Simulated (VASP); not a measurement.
# Si2W (I4/mmm) in VASP: further runs

Runs on Si2W. Level: LDA. Tasks: single point.

Program: VASP 6.6.1. These are calculated values, not measurements. Logs are shortened: lines on timing, memory, paths and dates and some standing lists are left out, and cuts for length are marked.

## 1. The cell of the first run

Symmetry: I4/mmm, No. 139, tetragonal system. The conventional cell has a = 3.212 Å, b = 3.212 Å, c = 8.038 Å, α = 90.00°, β = 90.00°, γ = 90.00°. Si (site symmetry 4mm) has 9 Si at 2.63 to 3.21 Å and 5 W at 2.64 to 2.68 Å within 3.5 Å. W (site symmetry 4/mmm) has 10 Si at 2.64 to 2.68 Å and 4 W at 3.21 Å within 3.5 Å.

## 2. Single point, LDA (zz strain of +2 %)

INCAR reads:

```
SYSTEM = Si2W
PREC = Accurate
ENCUT = 520
EDIFF = 1E-7
ISMEAR = -1
SIGMA = 0.05
LREAL = .FALSE.
LASPH = .TRUE.
NELM = 80
ALGO = Normal
ISIF = 2
LWAVE = .FALSE.
LCHARG = .FALSE.
ISYM = 0
NBANDS = 18
```

KPOINTS reads:

```
regular mesh
0
G
  11 11 14
  0 0 0
```

POSCAR reads:

```
Si2W
1.0
   -1.6060000000      1.6060000000      4.0188000000
    1.6060000000     -1.6060000000      4.0188000000
    1.6060000000      1.6060000000     -4.0188000000
Si W
2 1
Direct
    0.3330000000      0.3330000000      0.0000000000
    0.6670000000      0.6670000000      0.0000000000
    0.0000000000      0.0000000000      0.0000000000
```

Potentials or basis: VASP PAW LDA potentials, release 64 (Si, W_sv).

On the command line:

```bash
$ cat potpaw_LDA.64/Si/POTCAR potpaw_LDA.64/W_sv/POTCAR > POTCAR
$ mpirun -np 1 vasp_std > vasp.out
```

OUTCAR:

```text
SYSTEM = Si2W
   PREC = Accurate
   ENCUT = 520
   EDIFF = 1E-7
   ISMEAR = -1
   LREAL = .FALSE.
   LASPH = .TRUE.
   NELM = 80
   ISIF = 2
   ISYM = 0

 ion  position               nearest neighbor table
   1  0.333  0.333  0.000-   2 2.63   2 2.63   2 2.63   2 2.63   3 2.64   3 2.64   3 2.64   3 2.64
                             3 2.68   2 2.68
   2  0.667  0.667  0.000-   1 2.63   1 2.63   1 2.63   1 2.63   3 2.64   3 2.64   3 2.64   3 2.64
                             3 2.68   1 2.68
   3  0.000  0.000  0.000-   2 2.64   2 2.64   2 2.64   1 2.64   2 2.64   1 2.64   1 2.64   1 2.64
                             1 2.68   2 2.68

IMPORTANT INFORMATION: All symmetrisations will be switched off!
NOSYMM: (Re-)initialisation of all symmetry stuff for point group C_1.

----------------------------------------------------------------------------------------

                                     Primitive cell

  volume of cell :      41.4617

  direct lattice vectors                    reciprocal lattice vectors
    -1.606000000  1.606000000  4.018800000     0.000000000  0.311332503  0.124415248
     1.606000000 -1.606000000  4.018800000     0.311332503  0.000000000  0.124415248
     1.606000000  1.606000000 -4.018800000     0.311332503  0.311332503  0.000000000

  length of vectors
     4.616191660  4.616191660  4.616191660     0.335271653  0.335271653  0.440290648

  position of ions in fractional coordinates (direct lattice)
     0.333000000  0.333000000  0.000000000
     0.667000000  0.667000000  0.000000000
     0.000000000  0.000000000  0.000000000

  ion indices of the primitive-cell ions
   primitive index   ion index
                 1           1
                 2           2
                 3           3

----------------------------------------------------------------------------------------

 KPOINTS: regular mesh

Automatic generation of k-mesh.
 Grid dimensions read from file:
 generate k-points for:   11   11   14

 Generating k-lattice:

  Cartesian coordinates                     Fractional coordinates (reciprocal lattice)
     0.000000000  0.028302955  0.011310477     0.090909091  0.000000000  0.000000000
     0.028302955  0.000000000  0.011310477     0.000000000  0.090909091  0.000000000
     0.022238036  0.022238036  0.000000000     0.000000000  0.000000000  0.071428571

  Length of vectors
     0.030479241  0.030479241  0.031449332

  Shift w.r.t. Gamma in fractional coordinates (k-lattice)
     0.000000000  0.000000000  0.000000000

 -----------------------------------------------------------------------------
|                                                                             |
|           W    W    AA    RRRRR   N    N  II  N    N   GGGG   !!!           |
|           W    W   A  A   R    R  NN   N  II  NN   N  G    G  !!!           |
|           W    W  A    A  R    R  N N  N  II  N N  N  G       !!!           |
|           W WW W  AAAAAA  RRRRR   N  N N  II  N  N N  G  GGG   !            |
|           WW  WW  A    A  R   R   N   NN  II  N   NN  G    G                |
|           W    W  A    A  R    R  N    N  II  N    N   GGGG   !!!           |
|                                                                             |
|     Your reciprocal lattice and k-lattice belong to different lattice       |
|     classes:                                                                |
|                                                                             |
|        The reciprocal lattice is body-centered tetragonal,                  |
|        whereas your k-lattice is base-centered monoclinic.                  |
|                                                                             |
|     Results are often still useful ...                                      |
|                                                                             |
 -----------------------------------------------------------------------------

 WARNING: IBZKPT: internal override: KBLOWUP is changed to .FALSE.
      ... skipping the blow-up phase ...

 Subroutine IBZKPT returns following result:
 ===========================================

 Found    848 irreducible k-points:

 Following reciprocal coordinates:
            Coordinates               Weight
  0.000000  0.000000  0.000000      1.000000
  0.090909  0.000000 -0.000000      2.000000
  0.181818  0.000000 -0.000000      2.000000
  0.272727  0.000000 -0.000000      2.000000
  0.363636  0.000000 -0.000000      2.000000
  0.454545  0.000000 -0.000000      2.000000
[... 16 lines left out ...]
  0.454545  0.181818 -0.000000      2.000000
 -0.454545  0.181818  0.000000      2.000000
 [... further k-points ...]
   k-points           NKPTS =    848   k-points in BZ     NKDIM =    848   number of bands    NBANDS=     18
   number of dos      NEDOS =    301   number of ions     NIONS =      3
   total plane-waves  NPLWV =  46656
   dimension x,y,z NGX =    36 NGY =   36 NGZ =   36
   dimension x,y,z NGXF=    72 NGYF=   72 NGZF=   72
   ions per type =               2   1
   NGX,Y,Z   is equivalent  to a cutoff of  12.96, 12.96, 12.96 a.u.
   NGXF,Y,Z  is equivalent  to a cutoff of  25.93, 25.93, 25.93 a.u.
 SYSTEM =  Si2W
   PREC   = accura    normal or accurate (medium, high low for compatibility)
   ISTART =      0    job   : 0-new  1-cont  2-samecut
   ICHARG =      2    charge: 1-file 2-atom 10-const
   ISPIN  =      1    spin polarized calculation?
   LNONCOLLINEAR =      F non collinear calculations
   LSORBIT =      F    spin-orbit coupling
   LASPH  =      T    aspherical Exc in radial PAW
   ENCUT  =  520.0 eV  38.22 Ry    6.18 a.u.   8.58  8.58  8.58*2*pi/ulx,y,z
   NELM   =     80;   NELMIN=  2; NELMDL= -5     # of ELM steps
   EDIFF  = 0.1E-06   stopping-criterion for ELM
   LREAL  =      F    real-space projection
   EDIFFG = 0.1E-05   stopping-criterion for IOM
   NSW    =      0    number of steps for IOM
   IBRION =     -1    ionic relax: 0-MD 1-quasi-New 2-CG
   NFREE  =      0    steps in history (QN), initial steepest desc. (CG)
   ISIF   =      2    stress and relaxation
   ISYM   =      0    0-nonsym 1-usesym 2-fastsym
   POTIM  = 0.5000    time-step for ionic-motion
   TEBEG  =    0.0;   TEEND  =   0.0 temperature during run
   PSTRESS=    0.0 pullay stress
   NELECT =      22.0000    total number of electrons
   NUPDOWN=      -1.0000    fix difference up-down
   EMIN   =  10.00;   EMAX   =-10.00  energy-range for DOS
   EFERMI =   0.00;   METHOD = LEGACY
   ISMEAR =    -1;   SIGMA  =   0.05  broadening in eV -4-tet -1-fermi 0-gaus
   EFERMI_NEDOS =   21; number of points for ismear=-14 and -15
   IALGO  =     38    algorithm
   IMIX   =      4    mixing-type and parameters
     AMIX     =   0.40;   BMIX     =  1.00
     AMIX_MAG =   1.60;   BMIX_MAG =  1.00
  volume/ion in A,a.u.               =      13.82        93.27
  Fermi-wavevector in a.u.,A,eV,Ry     =   1.325358  2.504564 23.899641  1.756574
  Thomas-Fermi vector in A             =   2.454825
   LORBIT       =      0    0 simple, 1 ext, 2 COOP (PROOUT), +10 PAW based schemes
   GGA     = CA    functional components
   LHFCALC =     F    Hartree Fock is set to
   AEXX    =    0.0000 exact exchange contribution
   IVDW    =     0    specifies the selected vdW correction
   LEPSILON=     F    determine dielectric tensor
   LRPA    =     F    only Hartree local field effects (RPA)
 non-spin polarized calculation
  energy-cutoff  :      520.00
  volume of cell :       41.46
 maximum number of plane-waves:      1139
   NGX = 17   NGY = 17   NGZ = 17

 number of electron      22.0000001 magnetization

 Free energy of the ion-electron system (eV)
  ---------------------------------------------------
  ext. energy  EPLUGINS =         0.00000000
  ---------------------------------------------------
  free energy    TOTEN  =       -27.26170623 eV

  energy without entropy =      -27.25896867  energy(sigma->0) =      -27.26033745

 E-fermi :  11.5609     XC(G=0): -12.5324

 val. band max:       11.5523941803   @ k =   0.0000   0.0000   0.0714
 cond. band min:      11.5644894404   @ k =   0.3636  -0.2727   0.4286
 fundamental gap:      0.0120952600
 Fermi energy:        11.5608581722

 k-point     1 :       0.0000    0.0000    0.0000
  band No.  band energies     occupation
      1     -61.9286      2.00000
      2     -26.4549      2.00000
      3     -26.3854      2.00000
      4     -26.3847      2.00000
      5      -2.2775      2.00000
      6       4.8579      2.00000
[... 10 lines left out ...]
     17      16.8521      0.00000
     18      16.8528      0.00000

 k-point     2 :       0.0909    0.0000   -0.0000
  band No.  band energies     occupation
      1     -61.9280      2.00000
      2     -26.4534      2.00000
      3     -26.4026      2.00000
      4     -26.3835      2.00000
      5      -2.1229      2.00000
      6       4.8605      2.00000
[... 10 lines left out ...]
     17      16.9347      0.00000
     18      17.4927      0.00000

 k-point     3 :       0.1818    0.0000   -0.0000
  band No.  band energies     occupation
      1     -61.9264      2.00000
      2     -26.4503      2.00000
      3     -26.4487      2.00000
      4     -26.3792      2.00000
      5      -1.6679      2.00000
      6       4.7901      2.00000
[... 10 lines left out ...]
     17      17.6268      0.00000
     18      18.8973      0.00000

 k-point     4 :       0.2727    0.0000   -0.0000
  band No.  band energies     occupation
      1     -61.9242      2.00000
      2     -26.5102      2.00000
      3     -26.4444      2.00000
      4     -26.3737      2.00000
      5      -0.9389      2.00000
      6       4.3853      2.00000
[... 375 lines left out ...]
      4     -26.4303      2.00000
      5       0.7542      2.00000
      6       3.4105      2.00000
[... 10 lines left out ...]
     17      18.5632      0.00000
     18      19.8892      0.00000

 k-point    23 :       0.4545    0.1818   -0.0000
  band No.  band energies     occupation
      1     -61.9188      2.00000
      2     -26.5893      2.00000
      3     -26.4308      2.00000
      4     -26.4268      2.00000
      5       1.8196      2.00000
      6       2.4141      2.00000
[... 10 lines left out ...]
     17      18.6370      0.00000
     18      20.4337      0.00000

 k-point    24 :      -0.4545    0.1818    0.0000
  band No.  band energies     occupation
      1     -61.9188      2.00000
      2     -26.5893      2.00000
      3     -26.4300      2.00000
      4     -26.4268      2.00000
      5       1.2778      2.00000
      6       2.9576      2.00000
[... 10 lines left out ...]
     17      18.5477      0.00000
     18      19.7287      0.00000

 [... further k-points ...]

------------------------ aborting loop because EDIFF is reached ----------------------------------------

  FORCE on cell =-STRESS in cart. coord.  units (eV):
  Direction    XX          YY          ZZ          XY          YZ          ZX
  --------------------------------------------------------------------------------------
  -------------------------------------------------------------------------------------
  Total       -1.8685189     -1.8685191     -4.6199594      0.0066216     -0.0034354     -0.0034355
  in kB      -72.2038915    -72.2039004   -178.5259197      0.2558758     -0.1327515     -0.1327546
  external PRESSURE =    -107.6445706 kB  Pullay stress =       0.0000000 kB

 VOLUME and BASIS-vectors are now :
 -----------------------------------------------------------------------------
  energy-cutoff  :      520.00
  volume of cell :       41.46
      direct lattice vectors                 reciprocal lattice vectors
    -1.606000000  1.606000000  4.018800000     0.000000000  0.311332503  0.124415248
     1.606000000 -1.606000000  4.018800000     0.311332503  0.000000000  0.124415248
     1.606000000  1.606000000 -4.018800000     0.311332503  0.311332503  0.000000000

 POSITION                                       TOTAL-FORCE (eV/Angst)
 -----------------------------------------------------------------------------------
      0.00000      0.00000      2.67652         0.000340      0.000340      0.364554
      0.00000      0.00000      5.36108        -0.000340     -0.000340     -0.364554
      0.00000      0.00000      0.00000        -0.000000      0.000000     -0.000000
 -----------------------------------------------------------------------------------
    total drift:                               -0.000000      0.000000     -0.000000

  FREE ENERGIE OF THE ION-ELECTRON SYSTEM (eV)
  ---------------------------------------------------
  free  energy   TOTEN  =       -27.2617062323 eV

  energy  without entropy=      -27.2589686699  energy(sigma->0) =      -27.26033745
```

Run time: 5.5 min. Hardware: 1 thread of Intel Xeon 6975P-C (Granite Rapids), shared host; peak memory 0.65 GiB.

Results:

```yaml
Free_energy: -27.2617 eV
Pressure: -10.8 GPa
Largest_force: 0.365 eV/Å
Band_gap_on_the_k_mesh: zero (bands 11 and 12 overlap by 1.34 eV)
```

Forces in eV/Å, atoms in the order of the input:
```
Si   0.000  0.000  0.365
Si   0.000  0.000 -0.365
W    0.000  0.000  0.000
```

Stress tensor (GPa, compression positive):
```
 -7.22   0.03  -0.01
  0.03  -7.22  -0.01
 -0.01  -0.01 -17.85
```

Caveat: the cell differs from its parent crystal (zz strain of +2 %); the cell stands under tension; spin-orbit coupling is left out, which moves the levels of the heavy elements.

## 3. Single point, LDA (equal xx and yy strain of +3 %)

INCAR reads:

```
SYSTEM = Si2W
PREC     = Accurate       ! precision mode
ENCUT    = 500            ! plane-wave cutoff, eV
EDIFF    = 1E-6           ! SCF threshold, eV
ISMEAR   = -1             ! smearing method
SIGMA    = 0.05           ! smearing width, eV
LREAL    = .FALSE.        ! projectors in reciprocal space
LASPH    = .TRUE.         ! aspherical terms in the spheres
NELM     = 120            ! most SCF steps
ALGO     = Normal         ! electronic algorithm
ISIF     = 2              ! what is computed and relaxed
LWAVE    = .FALSE.        ! write WAVECAR
LCHARG   = .FALSE.        ! write CHGCAR
GGA      = CA             ! functional
ISYM     = 0            
NBANDS   = 18             ! bands
GGA_COMPAT= .FALSE.
```

KPOINTS reads:

```
Automatic mesh
0
G
  11 11 14
  0 0 0
```

POSCAR reads:

```
Si2W
1.0
   -1.6541800000      1.6541800000      3.9400000000
    1.6541800000     -1.6541800000      3.9400000000
    1.6541800000      1.6541800000     -3.9400000000
Si W
2 1
Direct
    0.3330000000      0.3330000000      0.0000000000
    0.6670000000      0.6670000000      0.0000000000
    0.0000000000      0.0000000000      0.0000000000
```

Potentials or basis: VASP PAW LDA potentials, release 64 (Si, W_sv).

On the command line:

```bash
$ cat potpaw_LDA.64/Si/POTCAR potpaw_LDA.64/W_sv/POTCAR > POTCAR
$ mpirun -np 1 vasp_std > vasp.out
```

Run time: 21 min. Hardware: 1 thread of Intel Xeon 8259CL, shared host; peak memory 0.65 GiB.

Results (log left out):

```
Free energy            : -27.1345 eV
Pressure               : -17.0 GPa
Largest force          : 0.406 eV/Å
Band gap on the k mesh : zero (bands 11 and 12 overlap by 0.98 eV)
```

Forces in eV/Å, atoms in the order of the input:
```
Si  -0.001 -0.001  0.406
Si   0.001  0.001 -0.406
W    0.000  0.000  0.000
```

Stress tensor (GPa, compression positive):
```
-19.02   0.06   0.01
  0.06 -19.02   0.01
  0.01   0.01 -12.88
```

Levels at points of the mesh, in eV from the Fermi level:
```tsv
k point	band 9	band 10	band 11	band 12	band 13	band 14
(0.00, 0.00, 0.00)	-2.76	-2.76	0.49	2.20	2.91	2.91
(0.00, 0.00, 0.50)	-4.78	-2.80	-1.55	2.53	2.72	2.74
```

Caveat: the cell differs from its parent crystal (equal xx and yy strain of +3 %); the cell stands under tension; spin-orbit coupling is left out, which moves the levels of the heavy elements.
